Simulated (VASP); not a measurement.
# AgCl (R-3m) in VASP: further runs, part 2 of 2

VASP 6.6.1. Earlier steps stand in the parts before.

## 5. Single point, PBEsol

This run uses another cell than the first one, of 17.99 Å³/atom, 1.028 times its volume.

INCAR reads:

```
PREC     = Accurate       # precision mode
ENCUT    = 520            # plane-wave cutoff, eV
EDIFF    = 1E-6           # SCF threshold, eV
ISMEAR   = 0              # smearing method
SIGMA    = 0.05           # smearing width, eV
LREAL    = False          # projectors in reciprocal space
LASPH    = True           # aspherical terms in the spheres
NELM     = 100            # most SCF steps
ALGO     = Normal         # electronic algorithm
ISIF     = 2              # what is computed and relaxed
LWAVE    = False          # write WAVECAR
LCHARG   = True           # write CHGCAR
GGA      = PS             # functional
LELF     = True           # ELF
LVHAR    = True         
NBANDS   = 16             # bands
```

KPOINTS reads:

```
regular mesh
0
Gamma
  12 12 12
```

POSCAR reads:

```
AgCl
1.0
    3.3035889093     -0.0870257769     -0.0870257769
   -0.0870257769      3.3035889093     -0.0870257769
   -0.0870257769     -0.0870257769      3.3035889093
Ag Cl
1 1
Direct
    0.0000000000      0.0000000000      0.0000000000
    0.5000000000      0.5000000000      0.5000000000
```

Potentials or basis: VASP PAW PBE potentials, release 64 (Ag, Cl).

The run is started by

```console
> cat potpaw_PBE.64/Ag/POTCAR potpaw_PBE.64/Cl/POTCAR > POTCAR
> mpirun -np 1 vasp_std > vasp.out
```

OUTCAR:

```text
PREC = Accurate
   ENCUT = 520
   EDIFF = 1E-6
   ISMEAR = 0
   LREAL = False
   LASPH = True
   NELM = 100
   ISIF = 2
   GGA = PS

 ion  position               nearest neighbor table
   1  0.000  0.000  0.000-   2 2.71   2 2.71   2 2.91   2 2.91   2 2.91   2 2.91   2 2.91   2 2.91

   2  0.500  0.500  0.500-   1 2.71   1 2.71   1 2.91   1 2.91   1 2.91   1 2.91   1 2.91   1 2.91

  LATTYP: Found a trigonal (rhomboedric) cell.
 ALAT       =     3.3058806169
 COS(alpha) =    -0.0519195954

  Lattice vectors:

 A1 = (   3.3035889093,  -0.0870257769,  -0.0870257769)
 A2 = (  -0.0870257769,   3.3035889093,  -0.0870257769)
 A3 = (  -0.0870257769,  -0.0870257769,   3.3035889093)

Analysis of symmetry for initial positions (statically):
=====================================================================
 Subroutine PRICEL returns:
 Original cell was already a primitive cell.

 Routine SETGRP: Setting up the symmetry group for a
 trigonal (rhombohedral) supercell.

 Subroutine GETGRP returns: Found 12 space group operations
 (whereof 12 operations were pure point group operations)
 out of a pool of 12 trial point group operations.

The static configuration has the point symmetry D_3d.

Analysis of symmetry for dynamics (positions and initial velocities):
=====================================================================
 Subroutine PRICEL returns:
 Original cell was already a primitive cell.

 Routine SETGRP: Setting up the symmetry group for a
 trigonal (rhombohedral) supercell.

 Subroutine GETGRP returns: Found 12 space group operations
 (whereof 12 operations were pure point group operations)
 out of a pool of 12 trial point group operations.

The dynamic configuration has the point symmetry D_3d.

 Subroutine INISYM returns: Found 12 space group operations
[... 107 lines left out ...]
   PSTRESS=    0.0 pullay stress
   NELECT =      18.0000    total number of electrons
   NUPDOWN=      -1.0000    fix difference up-down
   EMIN   =  10.00;   EMAX   =-10.00  energy-range for DOS
   EFERMI =   0.00;   METHOD = LEGACY
   ISMEAR =     0;   SIGMA  =   0.05  broadening in eV -4-tet -1-fermi 0-gaus
   EFERMI_NEDOS =   21; number of points for ismear=-14 and -15
   IALGO  =     38    algorithm
   IMIX   =      4    mixing-type and parameters
     AMIX     =   0.40;   BMIX     =  1.00
     AMIX_MAG =   1.60;   BMIX_MAG =  1.00
  volume/ion in A,a.u.               =      17.99       121.40
  Fermi-wavevector in a.u.,A,eV,Ry     =   1.299631  2.455946 22.980787  1.689040
  Thomas-Fermi vector in A             =   2.430882
   LORBIT       =      0    0 simple, 1 ext, 2 COOP (PROOUT), +10 PAW based schemes
   GGA     = PS    functional components
   LHFCALC =     F    Hartree Fock is set to
   AEXX    =    0.0000 exact exchange contribution
   IVDW    =     0    specifies the selected vdW correction
   LEPSILON=     F    determine dielectric tensor
   LRPA    =     F    only Hartree local field effects (RPA)
 non-spin polarized calculation
 Gauss-broadening in eV      SIGMA  =   0.05
  energy-cutoff  :      520.00
  volume of cell :       35.98
 maximum number of plane-waves:       984
 NGX is ok and might be reduce to    28
   NGX = 13   NGY = 13   NGZ = 13

 number of electron      18.0000003 magnetization

 Free energy of the ion-electron system (eV)
  ---------------------------------------------------
  ext. energy  EPLUGINS =         0.00000000
  ---------------------------------------------------
  free energy    TOTEN  =        -5.82454512 eV

  energy without entropy =       -5.82454511  energy(sigma->0) =       -5.82454512

 E-fermi :   5.7344     XC(G=0): -11.2500

 val. band max:        5.5729425681   @ k =   0.5000  -0.0000  -0.0000
 cond. band min:       5.8875578973   @ k =   0.0000   0.0000   0.0000
 fundamental gap:      0.3146153292
 Fermi energy:         5.7344303110

 k-point     1 :       0.0000    0.0000    0.0000
  band No.  band energies     occupation
      1     -10.0332      2.00000
      2       2.0388      2.00000
      3       2.0388      2.00000
      4       3.1327      2.00000
      5       3.1411      2.00000
      6       3.2841      2.00000
[... 433 lines left out ...]
      3       1.6314      2.00000
      4       2.1601      2.00000
      5       2.3835      2.00000
      6       3.1780      2.00000
[... 8 lines left out ...]
     15      20.4722      0.00000
     16      22.3142      0.00000

 [... further k-points ...]
[... 5 lines left out ...]
  --------------------------------------------------------------------------------------
  -------------------------------------------------------------------------------------
  Total        0.4642718      0.4642718      0.4642718     -0.0962706     -0.0962706     -0.0962706
  in kB       20.6750174     20.6750174     20.6750174     -4.2871373     -4.2871373     -4.2871373
  external PRESSURE =      20.6750174 kB  Pullay stress =       0.0000000 kB

 VOLUME and BASIS-vectors are now :
 -----------------------------------------------------------------------------
  energy-cutoff  :      520.00
  volume of cell :       35.98
      direct lattice vectors                 reciprocal lattice vectors
     3.303588909 -0.087025777 -0.087025777     0.303133198  0.008201425  0.008201425
    -0.087025777  3.303588909 -0.087025777     0.008201425  0.303133198  0.008201425
    -0.087025777 -0.087025777  3.303588909     0.008201425  0.008201425  0.303133198

 POSITION                                       TOTAL-FORCE (eV/Angst)
 -----------------------------------------------------------------------------------
      0.00000      0.00000      0.00000        -0.000000     -0.000000      0.000000
      1.56477      1.56477      1.56477         0.000000      0.000000      0.000000
 -----------------------------------------------------------------------------------
    total drift:                               -0.000000      0.000000      0.000000

  FREE ENERGIE OF THE ION-ELECTRON SYSTEM (eV)
  ---------------------------------------------------
  free  energy   TOTEN  =        -5.8245451174 eV

  energy  without entropy=       -5.8245451146  energy(sigma->0) =       -5.82454512
```

OSZICAR:

```text
N       E                     dE             d eps       ncg     rms          rms(c)
DAV:   1     0.100637724503E+03    0.10064E+03   -0.88180E+03  6128   0.104E+03
DAV:   2    -0.264147342437E+01   -0.10328E+03   -0.94938E+02  7712   0.229E+02
DAV:   3    -0.607121093475E+01   -0.34297E+01   -0.34229E+01  7296   0.441E+01
DAV:   4    -0.609151356498E+01   -0.20303E-01   -0.20301E-01  7888   0.369E+00
DAV:   5    -0.609172868666E+01   -0.21512E-03   -0.21512E-03  7496   0.368E-01    0.806E+00
DAV:   6    -0.583397388753E+01    0.25775E+00   -0.44667E-01  7544   0.978E+00    0.533E+00
DAV:   7    -0.582797399880E+01    0.59999E-02   -0.97029E-02  6560   0.208E+00    0.247E+00
DAV:   8    -0.582475359046E+01    0.32204E-02   -0.52698E-03  7912   0.730E-01    0.400E-01
DAV:   9    -0.582453294732E+01    0.22064E-03   -0.50550E-04  7848   0.332E-01    0.462E-02
DAV:  10    -0.582454203374E+01   -0.90864E-05   -0.44812E-05  7048   0.710E-02    0.242E-02
DAV:  11    -0.582454517175E+01   -0.31380E-05   -0.37189E-06  7392   0.156E-02    0.670E-03
DAV:  12    -0.582454511738E+01    0.54372E-07   -0.56713E-07  3960   0.643E-03
   1 F= -.58245451E+01 E0= -.58245451E+01  d E =-.282571E-08
```

Run time: 34 s. Hardware: 1 thread of Intel Xeon 6975P-C (Granite Rapids), shared host; peak memory 0.23 GiB.

Results:

```
Free energy            : -5.8245 eV
Pressure               : 2.1 GPa
Band gap on the k mesh : 0.31 eV, indirect (least direct gap 2.33 eV)
```

Caveat: the PAW data sets were made with another functional, which shifts forces and pressure a little.

## 6. Single point, PBEsol

This run uses another cell than the first one, of 17.00 Å³/atom, 0.972 times its volume.

INCAR reads:

```
PREC     = Accurate       # precision mode
ENCUT    = 520            # plane-wave cutoff, eV
EDIFF    = 1E-6           # SCF threshold, eV
ISMEAR   = 0              # smearing method
SIGMA    = 0.05           # smearing width, eV
LREAL    = F              # projectors in reciprocal space
LASPH    = T              # aspherical terms in the spheres
NELM     = 80             # most SCF steps
ALGO     = Normal         # electronic algorithm
ISIF     = 2              # what is computed and relaxed
LWAVE    = F              # write WAVECAR
LCHARG   = F              # write CHGCAR
GGA      = PS             # functional
NBANDS   = 16             # bands
```

KPOINTS is that of step 5.

POSCAR reads:

```
AgCl
1.0
    3.2421568712     -0.0854074851     -0.0854074851
   -0.0854074851      3.2421568712     -0.0854074851
   -0.0854074851     -0.0854074851      3.2421568712
Ag Cl
1 1
Direct
    0.0000000000      0.0000000000      0.0000000000
    0.5000000000      0.5000000000      0.5000000000
```

Potentials or basis: VASP PAW PBE potentials, release 64 (Ag, Cl).

The run is started by

```console
> cat potpaw_PBE.64/Ag/POTCAR potpaw_PBE.64/Cl/POTCAR > POTCAR
> mpirun -np 1 vasp_std > vasp.out
```

Run time: 35 s. Hardware: 1 thread of Intel Xeon Platinum 8488C (Sapphire Rapids), shared host; peak memory 0.21 GiB.

Results (log left out):

```yaml
Free_energy: -5.7694 eV
Pressure: 7.0 GPa
Band_gap_on_the_k_mesh: 0.36 eV, indirect (least direct gap 2.59 eV)
```

Stress tensor (GPa, compression positive):
```
 6.97 -0.17 -0.17
-0.17  6.97 -0.17
-0.17 -0.17  6.97
```

Levels at points of the mesh, in eV from the valence-band top:
```
           k point  band 7  band 8  band 9  band 10  band 11  band 12
(0.00, 0.00, 0.00)   -2.49   -2.24   -2.24     0.36     8.87     8.87
(0.50, 0.00, 0.00)   -1.98   -0.47    0.00     4.52     6.16     8.18
(0.50, 0.50, 0.00)   -2.78   -2.08   -1.56     2.29     8.97     9.54
(0.50, 0.50, 0.50)   -0.56   -0.56   -0.11     3.49     3.49     4.38
```

Caveat: the PAW data sets were made with another functional, which shifts forces and pressure a little.

## 7. Summary

```tsv
cell	gap on the mesh (eV)	pressure (GPa)
a = 3.276 Å, angles 86.9°, 2 atoms	0.35	4.2
a = 3.275 Å, angles 93.0°, 2 atoms	0.33	4.3
a = 3.306 Å, angles 86.9°, 2 atoms	0.33	2.0
a = 3.306 Å, angles 93.0°, 2 atoms	0.31	2.1
a = 3.244 Å, angles 93.0°, 2 atoms	0.36	7.0
```

Alike in all rows: task single point; level PBEsol; potentials or basis VASP PAW PBE potentials, release 64 (Ag, Cl); no spin polarisation; k mesh 12 × 12 × 12; cutoff (eV) 520; smearing gaussian 0.05 eV.

Caveats: the PAW data sets were made with another functional, which shifts forces and pressure a little.

Absolute energies hang on the potentials; compare differences alone.
